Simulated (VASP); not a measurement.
Wanted: the native input for a VASP 6.6.1 run.

```
Task                   : single point
Functional             : PBEsol
Potentials or basis    : VASP PAW PBE potentials, release 64 (Co, O)
Cutoff                 : 520 eV
k mesh                 : 6 × 6 × 6
Occupations            : fermi-dirac, width 0.1 eV
Spin                   : collinear spin, ferromagnetic start
Starting moments       : [1.8, 0.0] μB
Dipole correction      : no
Further INCAR settings : ALGO = Normal; EDIFF = 1e-06; NBANDS = 18
```

The structure of CoO lies in POSCAR:

```
CoO
1.0
   -1.5080000000      1.5080000000      2.1072480000
    1.5080000000     -1.5080000000      2.1072480000
    1.5080000000      1.5080000000     -2.1072480000
Co O
1 1
Direct
    0.0050314327     -0.0094650357      0.0108021697
    0.4833774134      0.4966810874     -0.0439632950
```

The input as run:

INCAR

```
PREC = Accurate
ENCUT = 520
EDIFF = 1E-6
ISMEAR = -1
SIGMA = 0.1
LREAL = F
LASPH = T
NELM = 150
ALGO = Normal
ISIF = 2
LWAVE = F
LCHARG = F
ISPIN = 2
MAGMOM = 1.8 0
LORBIT = 11
LMAXMIX = 4
GGA = PS
NBANDS = 18
```

KPOINTS

```
regular mesh
0
Gamma
  6 6 6
```

Potentials or basis: VASP PAW PBE potentials, release 64 (Co, O).

Run with:

```sh
$ cat potpaw_PBE.64/Co/POTCAR potpaw_PBE.64/O/POTCAR > POTCAR
$ mpirun -np 1 vasp_std > vasp.out
```

Results of the run:

The pressure is -8.7 GPa and the largest force is 0.159 eV/Å. The net moment is 2.83 μB per cell and the site moments are Co +2.48; O +0.29 μB. The valence electrons inside the program's atomic spheres are Co 7.85; O 4.96.

Caveat: the k points lie up to 0.49 Å⁻¹ apart; the PAW data sets were made with another functional, which shifts forces and pressure a little; a cell with one magnetic atom can't hold antiferromagnetic order, which such compounds often take.

Wall time 60 s on 1 thread of AMD EPYC 9R45 96-Core Processor (Zen 5), with other jobs on the host, peak memory 0.16 GiB.
